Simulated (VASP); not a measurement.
# Cs (Fd-3m) in VASP: notebook, part 2 of 2

VASP 6.6.1.

**3. Relaxation of cell and atoms, PBEsol, target pressure 1.8 GPa, at which the enthalpy is minimised**

This run uses another cell than the first one, of 74.04 Å³/atom.

Contents of INCAR:

```
SYSTEM = Cs
  PREC = Accurate
  ENCUT = 600
  EDIFF = 1E-6
  ISMEAR = -1
  SIGMA = 0.08
  LREAL = .FALSE.
  LASPH = .TRUE.
  NELM = 80
  ALGO = Normal
  ISIF = 3
  LWAVE = .FALSE.
  LCHARG = .FALSE.
  GGA = PS
  IBRION = 2
  NSW = 60
  EDIFFG = -0.005
  PSTRESS = 18.0
```

Contents of KPOINTS:

```
regular mesh
0
G
  8 8 8
  0 0 0
```

Contents of POSCAR:

```
Cs
1.0
    0.0000000000      4.1991748039      4.1991748039
    4.1991748039      0.0000000000      4.1991748039
    4.1991748039      4.1991748039      0.0000000000
Cs
2
Direct
   -0.1250000000     -0.1250000000     -0.1250000000
    0.1250000000      0.1250000000      0.1250000000
```

Potentials or basis: VASP PAW PBE potentials, release 64 (Cs_sv).

Command:

```
cat potpaw_PBE.64/Cs_sv/POTCAR > POTCAR
mpirun -np 1 vasp_std > vasp.out
```

OUTCAR:

```text
SYSTEM = Cs
   PREC = Accurate
   ENCUT = 600
   EDIFF = 1E-6
   ISMEAR = -1
   LREAL = .FALSE.
   LASPH = .TRUE.
   NELM = 80
   ISIF = 3
   GGA = PS
   IBRION = 2
   NSW = 60
   EDIFFG = -0.005
   PSTRESS = 18.0

 ion  position               nearest neighbor table
   1  0.875  0.875  0.875-
   2  0.125  0.125  0.125-

  LATTYP: Found a face centered cubic cell.
 ALAT       =     8.3983496078

  Lattice vectors:

 A1 = (   0.0000000000,   4.1991748039,   4.1991748039)
 A2 = (   4.1991748039,   0.0000000000,   4.1991748039)
 A3 = (   4.1991748039,   4.1991748039,   0.0000000000)

Analysis of symmetry for initial positions (statically):
=====================================================================
 Subroutine PRICEL returns:
 Original cell was already a primitive cell.
[... 304 lines left out ...]
  band No.  band energies     occupation
      1     -22.7279      2.00000
      2     -22.1495      2.00000
      3      -9.8077      2.00000
      4      -9.8077      2.00000
      5      -9.8077      2.00000
      6      -8.7874      2.00000
      7      -8.7874      2.00000
      8      -8.7874      2.00000
      9       0.0039      2.00000
     10       2.8540      0.00000
     11       2.8540      0.00000
     12       3.7842      0.00000
     13       3.7842      0.00000
[... 354 lines left out ...]
  band No.  band energies     occupation
      1     -22.5486      2.00000
      2     -22.3447      2.00000
      3     -10.0945      2.00000
      4     -10.0033      2.00000
      5      -9.6127      2.00000
      6      -8.9699      2.00000
      7      -8.5427      2.00000
      8      -8.4612      2.00000
      9       1.6619      1.20617
     10       1.9252      0.10710
     11       2.7289      0.00000
     12       2.9162      0.00000
     13       3.9924      0.00000

 [... further k-points ...]

------------------------ aborting loop because EDIFF is reached ----------------------------------------

  FORCE on cell =-STRESS in cart. coord.  units (eV):
  Direction    XX          YY          ZZ          XY          YZ          ZX
  --------------------------------------------------------------------------------------
  -------------------------------------------------------------------------------------
  Total        1.5699964      1.5699964      1.5699964     -0.0000000      0.0000000      0.0000000
  in kB       18.0305916     18.0305916     18.0305916     -0.0000000      0.0000000      0.0000000
  external PRESSURE =       0.0305916 kB  Pullay stress =      18.0000000 kB
[... 21 lines left out ...]
  energy  without entropy=       -0.6452932699  energy(sigma->0) =       -0.69004007

  enthalpy is  TOTEN    =         0.8325457795 eV   P V=        1.5673326435

 reached required accuracy - stopping structural energy minimisation
```

OSZICAR:

```text
N       E                     dE             d eps       ncg     rms          rms(c)
DAV:   1     0.140728653811E+03    0.14073E+03   -0.72974E+03   754   0.120E+03
DAV:   2     0.143636891385E+02   -0.12636E+03   -0.12280E+03  1191   0.191E+02
DAV:   3    -0.626216228335E+00   -0.14990E+02   -0.14880E+02   984   0.714E+01
[... 31 lines left out ...]
DAV:   2    -0.735290314431E+00    0.16408E-02   -0.24183E-03   824   0.299E-01    0.897E-02
DAV:   3    -0.734782509059E+00    0.50781E-03   -0.21739E-03   819   0.250E-01    0.193E-02
DAV:   4    -0.734785013724E+00   -0.25047E-05   -0.31497E-05   914   0.349E-02    0.104E-02
DAV:   5    -0.734787149321E+00   -0.21356E-05   -0.30026E-06   914   0.103E-02    0.235E-03
DAV:   6    -0.734786863991E+00    0.28533E-06   -0.94907E-08   557   0.203E-03
   4 F= 0.83254578E+00 E0= 0.87729258E+00  d E =-.100031E-01
```

Wall time 5.7 min (1 thread of Intel Xeon 8259CL, shared host); peak memory 0.36 GiB.

What came out:

```
Free energy                                                : -0.7348 eV
Relaxed volume                                             : 69.75 Å³/atom
Relaxed cell                                               : a = 5.822 Å, b = 5.822 Å, c = 5.822 Å, α = 60.00°, β = 60.00°, γ = 60.00°
Space group after relaxing (to 0.1 Å)                      : Fd-3m (No. 227)
Energy change on relaxing (the run minimises the enthalpy) : +43.2 meV/atom
Ionic steps                                                : 4
Pressure after relaxing                                    : 1.8 GPa
Band gap on the k mesh                                     : zero (bands 9 and 10 overlap by 0.19 eV)
```

Step by step:
| step | energy change (eV) | largest force (eV/Å) | pressure (GPa) | volume (Å³) |
| --- | --- | --- | --- | --- |
| 1 | 0.0000 | 0.0000 | 1.45 | 148.09 |
| 2 | 0.0326 | 0.0000 | 1.57 | 144.63 |
| 3 | 0.0795 | 0.0000 | 1.77 | 140.13 |
| 4 | 0.0864 | 0.0000 | 1.80 | 139.51 |

Final structure:
```
CELL_PARAMETERS angstrom
0.00000 4.11645 4.11645
4.11645 0.00000 4.11645
4.11645 4.11645 0.00000
ATOMIC_POSITIONS crystal
Cs 0.87500 0.87500 0.87500
Cs 0.12500 0.12500 0.12500
```

Caveat: the cell is relaxed towards a set pressure, so the run minimises the enthalpy, not the energy; the PAW data sets were made with another functional, which shifts forces and pressure a little; spin-orbit coupling is left out, which moves the levels of the heavy elements.
